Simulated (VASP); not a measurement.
# Bi (P6_3/mmc) in VASP: notebook

Bi is run at these levels: PBEsol; tasks: single point.

Everything below comes from runs of VASP 6.6.1. Logs are shortened: lines on timing, memory, paths and dates and some standing lists are left out, and cuts for length are marked.

## Step 1: The cell of the first run

It takes space group P6_3/mmc (No. 194, hexagonal). The conventional cell has a = 4.471 Å, b = 4.471 Å, c = 11.474 Å, α = 90.00°, β = 90.00°, γ = 120.00°. Bi (site symmetry -6m2) has 6 Bi at 4.47 Å within 5.9 Å.

## Step 2: Single point, PBEsol (strain -0.015 along x and y, -0.030 along z)

Contents of INCAR:

```
SYSTEM = Bi
  PREC = Accurate
  ENCUT = 520
  EDIFF = 1E-6
  ISMEAR = 0
  SIGMA = 0.15
  LREAL = .False.
  LASPH = .True.
  NELM = 80
  ALGO = Fast
  ISIF = 2
  LWAVE = .False.
  LCHARG = .True.
  GGA = PS
  LELF = .True.
  LVHAR = .True.
  NBANDS = 22
```

Contents of KPOINTS:

```
regular mesh
0
Gamma
  12 12 4
  0 0 0
```

Contents of POSCAR:

```
Bi
1.0
    4.4709152952      0.0000000000      0.0000000000
   -2.2354576476      3.8719262238      0.0000000000
    0.0000000000      0.0000000000     11.4741300000
Bi
2
Direct
    0.3333333333      0.6666666667      0.2500000000
    0.6666666667      0.3333333333      0.7500000000
```

Potentials or basis: VASP PAW PBE potentials, release 64 (Bi_d).

On the command line:

```console
cat potpaw_PBE.64/Bi_d/POTCAR > POTCAR
mpirun -np 1 vasp_std > vasp.out
```

OUTCAR:

```text
SYSTEM = Bi
   PREC = Accurate
   ENCUT = 520
   EDIFF = 1E-6
   ISMEAR = 0
   LREAL = .False.
   LASPH = .True.
   NELM = 80
   ISIF = 2
   GGA = PS

 ion  position               nearest neighbor table
   1  0.333  0.667  0.250-
   2  0.667  0.333  0.750-

  LATTYP: Found a hexagonal cell.
 ALAT       =     4.4709152952
 C/A-ratio  =     2.5663939579

  Lattice vectors:

 A1 = (   4.4709152952,   0.0000000000,   0.0000000000)
 A2 = (  -2.2354576476,   3.8719262238,   0.0000000000)
 A3 = (   0.0000000000,   0.0000000000,  11.4741300000)

Analysis of symmetry for initial positions (statically):
=====================================================================
 Subroutine PRICEL returns:
 Original cell was already a primitive cell.

 Routine SETGRP: Setting up the symmetry group for a
 hexagonal supercell.

 Subroutine GETGRP returns: Found 24 space group operations
 (whereof 12 operations were pure point group operations)
 out of a pool of 24 trial point group operations.

The static configuration has the point symmetry D_3d.
 The point group associated with its full space group is D_6h.

Analysis of symmetry for dynamics (positions and initial velocities):
=====================================================================
 Subroutine PRICEL returns:
 Original cell was already a primitive cell.

 Routine SETGRP: Setting up the symmetry group for a
 hexagonal supercell.

 Subroutine GETGRP returns: Found 24 space group operations
 (whereof 12 operations were pure point group operations)
 out of a pool of 24 trial point group operations.

The dynamic configuration has the point symmetry D_3d.
 The point group associated with its full space group is D_6h.

 Subroutine INISYM returns: Found 24 space group operations
 (whereof 12 operations are pure point group operations),
 and found     1 'primitive' translations

----------------------------------------------------------------------------------------

                                     Primitive cell

  volume of cell :     198.6293

  direct lattice vectors                    reciprocal lattice vectors
     4.470915295  0.000000000  0.000000000     0.223667847  0.129134692  0.000000000
    -2.235457648  3.871926224  0.000000000     0.000000000  0.258269384  0.000000000
     0.000000000  0.000000000 11.474130000     0.000000000  0.000000000  0.087152577

  length of vectors
[... 80 lines left out ...]
   ENCUT  =  520.0 eV  38.22 Ry    6.18 a.u.   8.31  8.31 21.33*2*pi/ulx,y,z
   NELM   =     80;   NELMIN=  2; NELMDL= -5     # of ELM steps
   EDIFF  = 0.1E-05   stopping-criterion for ELM
   LREAL  =      F    real-space projection
   EDIFFG = 0.1E-04   stopping-criterion for IOM
   NSW    =      0    number of steps for IOM
   IBRION =     -1    ionic relax: 0-MD 1-quasi-New 2-CG
   NFREE  =      0    steps in history (QN), initial steepest desc. (CG)
   ISIF   =      2    stress and relaxation
   ISYM   =      2    0-nonsym 1-usesym 2-fastsym
   POTIM  = 0.5000    time-step for ionic-motion
   TEBEG  =    0.0;   TEEND  =   0.0 temperature during run
   PSTRESS=    0.0 pullay stress
   NELECT =      30.0000    total number of electrons
   NUPDOWN=      -1.0000    fix difference up-down
   EMIN   =  10.00;   EMAX   =-10.00  energy-range for DOS
   EFERMI =   0.00;   METHOD = LEGACY
   ISMEAR =     0;   SIGMA  =   0.15  broadening in eV -4-tet -1-fermi 0-gaus
   EFERMI_NEDOS =   21; number of points for ismear=-14 and -15
   IALGO  =     68    algorithm
   IMIX   =      4    mixing-type and parameters
     AMIX     =   0.40;   BMIX     =  1.00
     AMIX_MAG =   1.60;   BMIX_MAG =  1.00
  volume/ion in A,a.u.               =      99.31       670.21
  Fermi-wavevector in a.u.,A,eV,Ry     =   0.871835  1.647529 10.341731  0.760096
  Thomas-Fermi vector in A             =   1.990999
   LORBIT       =      0    0 simple, 1 ext, 2 COOP (PROOUT), +10 PAW based schemes
   GGA     = PS    functional components
   LHFCALC =     F    Hartree Fock is set to
   AEXX    =    0.0000 exact exchange contribution
   IVDW    =     0    specifies the selected vdW correction
   LEPSILON=     F    determine dielectric tensor
   LRPA    =     F    only Hartree local field effects (RPA)
 non-spin polarized calculation
 RMM-DIIS sequential band-by-band and
 Gauss-broadening in eV      SIGMA  =   0.15
  energy-cutoff  :      520.00
  volume of cell :      198.63
 maximum number of plane-waves:      5380
 NGX is ok and might be reduce to    36
   NGX = 17   NGY = 17   NGZ = 43

 number of electron      30.0000011 magnetization

 Free energy of the ion-electron system (eV)
  ---------------------------------------------------
  ext. energy  EPLUGINS =         0.00000000
  ---------------------------------------------------
  free energy    TOTEN  =        -3.62782773 eV

  energy without entropy =       -3.54167581  energy(sigma->0) =       -3.58475177

 E-fermi :  -0.9053     XC(G=0):  -5.6418

 val. band max:       -0.9231845725   @ k =   0.2500   0.1667   0.5000
 cond. band min:      -0.8942304077   @ k =   0.2500   0.2500   0.0000
 fundamental gap:      0.0289541648
 Fermi energy:        -0.9053104608

 k-point     1 :       0.0000    0.0000    0.0000
  band No.  band energies     occupation
      1     -23.7064      2.00000
      2     -23.7064      2.00000
      3     -23.7064      2.00000
      4     -23.7064      2.00000
      5     -23.6940      2.00000
      6     -23.6939      2.00000
[... 589 lines left out ...]
     21       4.6954      0.00000
     22       4.9797      0.00000

 [... further k-points ...]

------------------------ aborting loop because EDIFF is reached ----------------------------------------

  FORCE on cell =-STRESS in cart. coord.  units (eV):
  Direction    XX          YY          ZZ          XY          YZ          ZX
  --------------------------------------------------------------------------------------
  -------------------------------------------------------------------------------------
  Total       -6.7991488     -6.7991488     -0.6592329      0.0000000     -0.0000000      0.0000000
  in kB      -54.8430815    -54.8430815     -5.3174838      0.0000000     -0.0000000      0.0000000
  external PRESSURE =     -38.3345489 kB  Pullay stress =       0.0000000 kB

 VOLUME and BASIS-vectors are now :
 -----------------------------------------------------------------------------
  energy-cutoff  :      520.00
  volume of cell :      198.63
      direct lattice vectors                 reciprocal lattice vectors
     4.470915295  0.000000000  0.000000000     0.223667847  0.129134692  0.000000000
    -2.235457648  3.871926224  0.000000000     0.000000000  0.258269384  0.000000000
     0.000000000  0.000000000 11.474130000     0.000000000  0.000000000  0.087152577

 POSITION                                       TOTAL-FORCE (eV/Angst)
 -----------------------------------------------------------------------------------
     -0.00000      2.58128      2.86853         0.000000      0.000000      0.000000
      2.23546      1.29064      8.60560        -0.000000     -0.000000      0.000000
 -----------------------------------------------------------------------------------
    total drift:                                0.000000     -0.000000      0.000000

  FREE ENERGIE OF THE ION-ELECTRON SYSTEM (eV)
  ---------------------------------------------------
  free  energy   TOTEN  =        -3.6278277296 eV

  energy  without entropy=       -3.5416758052  energy(sigma->0) =       -3.58475177
```

OSZICAR:

```text
N       E                     dE             d eps       ncg     rms          rms(c)
DAV:   1     0.265552813761E+03    0.26555E+03   -0.14339E+04  2660   0.118E+03
DAV:   2     0.170532221764E+02   -0.24850E+03   -0.24428E+03  2736   0.322E+02
DAV:   3    -0.295502527850E+01   -0.20008E+02   -0.19817E+02  2970   0.120E+02
DAV:   4    -0.361809308425E+01   -0.66307E+00   -0.66161E+00  3142   0.241E+01
DAV:   5    -0.364105531960E+01   -0.22962E-01   -0.22961E-01  3590   0.416E+00    0.774E-01
RMM:   6    -0.362635143898E+01    0.14704E-01   -0.34750E-02  2746   0.147E+00    0.505E-01
RMM:   7    -0.362666163048E+01   -0.31019E-03   -0.52512E-02  2792   0.135E+00    0.130E-01
RMM:   8    -0.362738982239E+01   -0.72819E-03   -0.58788E-03  2777   0.111E+00    0.584E-02
RMM:   9    -0.362777830267E+01   -0.38848E-03   -0.17480E-03  2866   0.354E-01    0.339E-02
RMM:  10    -0.362778463161E+01   -0.63289E-05   -0.66278E-04  2928   0.361E-01    0.325E-03
RMM:  11    -0.362782030277E+01   -0.35671E-04   -0.33860E-04  3845   0.142E-01    0.439E-03
RMM:  12    -0.362782644337E+01   -0.61406E-05   -0.37149E-05  3360   0.517E-02    0.239E-03
RMM:  13    -0.362782780069E+01   -0.13573E-05   -0.91194E-06  2648   0.231E-02    0.140E-03
RMM:  14    -0.362782772962E+01    0.71065E-07   -0.15142E-06  1890   0.127E-02
   1 F= -.36278277E+01 E0= -.35847518E+01  d E =-.861519E-01
```

stdout:

```text
POSCAR found type information on POSCAR Bi
 POSCAR found :  1 types and       2 ions
 scaLAPACK will be used
 -----------------------------------------------------------------------------
|                                                                             |
|                                                                             |
|     You enforced a specific xc type in the INCAR file but a different       |
|     I HOPE YOU KNOW WHAT YOU ARE DOING!                                     |
|                                                                             |
 -----------------------------------------------------------------------------

 LDA part: xc-table for (Slater+PW92), standard interpolation
 POSCAR, INCAR and KPOINTS ok, starting setup
 FFT: planning ... GRIDC
 FFT: planning ... GRID_SOFT
 FFT: planning ... GRID
 WAVECAR not read
 entering main loop
```

Wall time 2.8 min (1 thread of AMD EPYC 9R45 (Zen 5), shared host); peak memory 0.4 GiB.

Results:

| Item | Value |
| --- | --- |
| Free energy | -3.6278 eV |
| Pressure | -3.8 GPa |
| Band gap on the k mesh | zero (band 15 reaches 0.61 eV, above the bottom of band 16 at -1.72 eV) |

Stress tensor (GPa, compression positive):
```
-5.48  0.00  0.00
 0.00 -5.48  0.00
 0.00  0.00 -0.53
```

Caveat: the cell differs from its parent crystal (strain -0.015 along x and y, -0.030 along z); the PAW data sets were made with another functional, which shifts forces and pressure a little; spin-orbit coupling is left out, which moves the levels of the heavy elements.

## Step 3: Single point, PBEsol (strain -0.030 along x and y, +0.015 along z)

Contents of INCAR:

```
SYSTEM = Bi
PREC = Accurate
ENCUT = 520
EDIFF = 1E-6
ISMEAR = 0
SIGMA = 0.15
LREAL = .False.
LASPH = .True.
NELM = 80
ALGO = Fast
ISIF = 2
LWAVE = .False.
LCHARG = .True.
GGA = PS
LELF = .True.
LVHAR = .True.
NBANDS = 22
```

Contents of KPOINTS:

```
Automatic mesh
0
Gamma
  12 12 4
  0 0 0
```

Contents of POSCAR:

```
Bi
1.0
    4.4028302907      0.0000000000      0.0000000000
   -2.2014151454      3.8129628803      0.0000000000
    0.0000000000      0.0000000000     12.0064350000
Bi
2
Direct
    0.3333333333      0.6666666667      0.2500000000
    0.6666666667      0.3333333333      0.7500000000
```

Potentials or basis: VASP PAW PBE potentials, release 64 (Bi_d).

On the command line:

```console
cat potpaw_PBE.64/Bi_d/POTCAR > POTCAR
mpirun -np 1 vasp_std > vasp.out
```

It took 2.5 min on 1 thread of AMD EPYC 9R45 (Zen 5), shared host; peak memory 0.41 GiB.

Results (log left out):

```
Free energy            : -3.8168 eV
Pressure               : -3.8 GPa
Band gap on the k mesh : zero (band 15 reaches 0.69 eV, above the bottom of band 16 at -1.83 eV)
```

Stress tensor (GPa, compression positive):
```
-5.56  0.00  0.00
 0.00 -5.56  0.00
 0.00  0.00 -0.31
```

Levels at points of the mesh, in eV from the Fermi level:
| k point | band 13 | band 14 | band 15 | band 16 | band 17 | band 18 |
| --- | --- | --- | --- | --- | --- | --- |
| (0.00, 0.00, 0.00) | -0.94 | -0.47 | 1.64 | 1.64 | 1.65 | 1.65 |
| (0.50, 0.00, 0.00) | -1.61 | -1.58 | 0.09 | 0.22 | 0.82 | 0.85 |
| (0.00, 0.00, 0.50) | -0.73 | -0.73 | 1.65 | 1.65 | 1.65 | 1.65 |
| (0.50, 0.00, 0.50) | -1.59 | -1.59 | 0.16 | 0.16 | 0.84 | 0.84 |

Caveat: the cell differs from its parent crystal (strain -0.030 along x and y, +0.015 along z); the PAW data sets were made with another functional, which shifts forces and pressure a little; spin-orbit coupling is left out, which moves the levels of the heavy elements.

## Step 4: Single point, PBEsol (strain -0.030 along x and y, +0.030 along z)

Contents of INCAR:

```
SYSTEM = Bi
PREC = Accurate ; ENCUT = 520
EDIFF = 1E-7 ; ISMEAR = 0
SIGMA = 0.15 ; LREAL = .False.
LASPH = .True. ; NELM = 80
ALGO = Fast ; ISIF = 2
LWAVE = .False. ; LCHARG = .False.
GGA = PS ; NBANDS = 22
```

KPOINTS is that of step 3.

Edit POSCAR of step 3 so:

```diff
@@ -4,3 +4,3 @@
    -2.2014151454      3.8129628803      0.0000000000
-    0.0000000000      0.0000000000     12.0064350000
+    0.0000000000      0.0000000000     12.1838700000
 Bi
```

Potentials or basis: VASP PAW PBE potentials, release 64 (Bi_d).

On the command line:

```console
cat potpaw_PBE.64/Bi_d/POTCAR > POTCAR
mpirun -np 1 vasp_std > vasp.out
```

OUTCAR:

```text
SYSTEM = Bi
   PREC = Accurate
   ENCUT = 520
   EDIFF = 1E-7
   ISMEAR = 0
   LREAL = .False.
   LASPH = .True.
   NELM = 80
   ISIF = 2
   GGA = PS

 ion  position               nearest neighbor table
   1  0.333  0.667  0.250-
   2  0.667  0.333  0.750-

  LATTYP: Found a hexagonal cell.
 ALAT       =     4.4028302907
 C/A-ratio  =     2.7672813158

  Lattice vectors:

 A1 = (   4.4028302907,   0.0000000000,   0.0000000000)
[... 789 lines left out ...]

------------------------ aborting loop because EDIFF is reached ----------------------------------------

  FORCE on cell =-STRESS in cart. coord.  units (eV):
  Direction    XX          YY          ZZ          XY          YZ          ZX
  --------------------------------------------------------------------------------------
  -------------------------------------------------------------------------------------
  Total       -7.0156534     -7.0156534     -0.3464924      0.0000000      0.0000000      0.0000000
  in kB      -54.9539520    -54.9539520     -2.7140919      0.0000000      0.0000000      0.0000000
  external PRESSURE =     -37.5406653 kB  Pullay stress =       0.0000000 kB

 VOLUME and BASIS-vectors are now :
 -----------------------------------------------------------------------------
  energy-cutoff  :      520.00
  volume of cell :      204.54
      direct lattice vectors                 reciprocal lattice vectors
     4.402830291  0.000000000  0.000000000     0.227126629  0.131131620  0.000000000
    -2.201415145  3.812962880  0.000000000     0.000000000  0.262263240  0.000000000
     0.000000000  0.000000000 12.183870000     0.000000000  0.000000000  0.082075728

 POSITION                                       TOTAL-FORCE (eV/Angst)
 -----------------------------------------------------------------------------------
     -0.00000      2.54198      3.04597         0.000000     -0.000000      0.000000
      2.20142      1.27099      9.13790        -0.000000      0.000000      0.000000
 -----------------------------------------------------------------------------------
    total drift:                               -0.000000      0.000000      0.000000

  FREE ENERGIE OF THE ION-ELECTRON SYSTEM (eV)
  ---------------------------------------------------
  free  energy   TOTEN  =        -3.8117486782 eV

  energy  without entropy=       -3.7310575335  energy(sigma->0) =       -3.77140311
```

stdout:

```text
POSCAR found type information on POSCAR Bi
 POSCAR found :  1 types and       2 ions
 scaLAPACK will be used
 -----------------------------------------------------------------------------
|                                                                             |
|                                                                             |
|     You enforced a specific xc type in the INCAR file but a different       |
|     I HOPE YOU KNOW WHAT YOU ARE DOING!                                     |
|                                                                             |
 -----------------------------------------------------------------------------

 LDA part: xc-table for (Slater+PW92), standard interpolation
 POSCAR, INCAR and KPOINTS ok, starting setup
 FFT: planning ... GRIDC
 FFT: planning ... GRID_SOFT
 FFT: planning ... GRID
 WAVECAR not read
 entering main loop
```

Wall time 2.9 min (1 thread of AMD EPYC 9R45 (Zen 5), shared host); peak memory 0.43 GiB.

Results:

- Free energy: -3.8117 eV
- Pressure: -3.8 GPa
- Band gap on the k mesh: zero (band 15 reaches 0.64 eV, above the bottom of band 16 at -1.88 eV)

Stress tensor (GPa, compression positive):
```
-5.50  0.00  0.00
 0.00 -5.50  0.00
 0.00  0.00 -0.27
```

Caveat: the cell differs from its parent crystal (strain -0.030 along x and y, +0.030 along z); the PAW data sets were made with another functional, which shifts forces and pressure a little; spin-orbit coupling is left out, which moves the levels of the heavy elements.

## Step 5: Single point, PBEsol (strain +0.000 along x and y, -0.030 along z)

Contents of INCAR:

```
PREC     = Accurate       # precision mode
ENCUT    = 520            # plane-wave cutoff, eV
EDIFF    = 1E-6           # SCF threshold, eV
ISMEAR   = 0              # smearing method
SIGMA    = 0.15           # smearing width, eV
LREAL    = False          # projectors in reciprocal space
LASPH    = True           # aspherical terms in the spheres
NELM     = 60             # most SCF steps
ALGO     = Fast           # electronic algorithm
ISIF     = 2              # what is computed and relaxed
LWAVE    = False          # write WAVECAR
LCHARG   = True           # write CHGCAR
GGA      = PS             # functional
LELF     = True           # ELF
LVHAR    = True         
NBANDS   = 22             # bands
```

Contents of KPOINTS:

```
regular mesh
0
Gamma
  12 12 4
```

Contents of POSCAR:

```
Bi
1.0
    4.5390002997      0.0000000000      0.0000000000
   -2.2695001499      3.9308895673      0.0000000000
    0.0000000000      0.0000000000     11.4741300000
Bi
2
Direct
    0.3333333333      0.6666666667      0.2500000000
    0.6666666667      0.3333333333      0.7500000000
```

On the command line:

```console
cat potpaw_PBE.64/Bi_d/POTCAR > POTCAR
mpirun -np 1 vasp_std > vasp.out
```

Wall time 2.7 min (1 thread of AMD EPYC 9R45 (Zen 5), shared host); peak memory 0.41 GiB.

It converged, with:

| Item | Value |
| --- | --- |
| Free energy | -3.4259 eV |
| Pressure | -3.6 GPa |
| Band gap on the k mesh | zero (band 15 reaches 0.37 eV, above the bottom of band 16 at -1.79 eV) |

Stress tensor (GPa, compression positive):
```
-5.17  0.00  0.00
 0.00 -5.17  0.00
 0.00  0.00 -0.53
```

Levels at points of the mesh, in eV from the Fermi level:
| k point | band 13 | band 14 | band 15 | band 16 | band 17 | band 18 |
| --- | --- | --- | --- | --- | --- | --- |
| (0.00, 0.00, 0.00) | -0.89 | -0.29 | 1.39 | 1.39 | 1.40 | 1.40 |
| (0.50, 0.00, 0.00) | -1.43 | -1.38 | 0.04 | 0.21 | 0.69 | 0.73 |
| (0.00, 0.00, 0.50) | -0.63 | -0.63 | 1.40 | 1.40 | 1.40 | 1.40 |
| (0.50, 0.00, 0.50) | -1.41 | -1.41 | 0.13 | 0.13 | 0.71 | 0.71 |

Caveat: the cell differs from its parent crystal (strain +0.000 along x and y, -0.030 along z); the PAW data sets were made with another functional, which shifts forces and pressure a little; spin-orbit coupling is left out, which moves the levels of the heavy elements.

## Step 6: Overview

```csv
cell,further INCAR settings,gap on the mesh (eV),pressure (GPa)
"a = 4.471, b = 4.471, c = 11.474 Å, angles 90.0, 90.0, 120.0°, 2 atoms",ALGO = Fast; EDIFF = 1e-06; NBANDS = 22,none,-3.8
"a = 4.403, b = 4.403, c = 12.006 Å, angles 90.0, 90.0, 120.0°, 2 atoms",ALGO = Fast; EDIFF = 1e-06; NBANDS = 22,none,-3.8
"a = 4.403, b = 4.403, c = 12.184 Å, angles 90.0, 90.0, 120.0°, 2 atoms",ALGO = Fast; EDIFF = 1e-07; NBANDS = 22,none,-3.8
"a = 4.539, b = 4.539, c = 11.474 Å, angles 90.0, 90.0, 120.0°, 2 atoms",ALGO = Fast; EDIFF = 1e-06; NBANDS = 22,none,-3.6
```

Alike in all rows: task single point; level PBEsol; potentials or basis VASP PAW PBE potentials, release 64 (Bi_d); no spin polarisation; k mesh 12 × 12 × 4; cutoff (eV) 520; smearing gaussian 0.15 eV.

Caveats: the PAW data sets were made with another functional, which shifts forces and pressure a little; spin-orbit coupling is left out, which moves the levels of the heavy elements.

Total energies depend on the potentials used, so only differences within one code and one set of settings carry meaning.
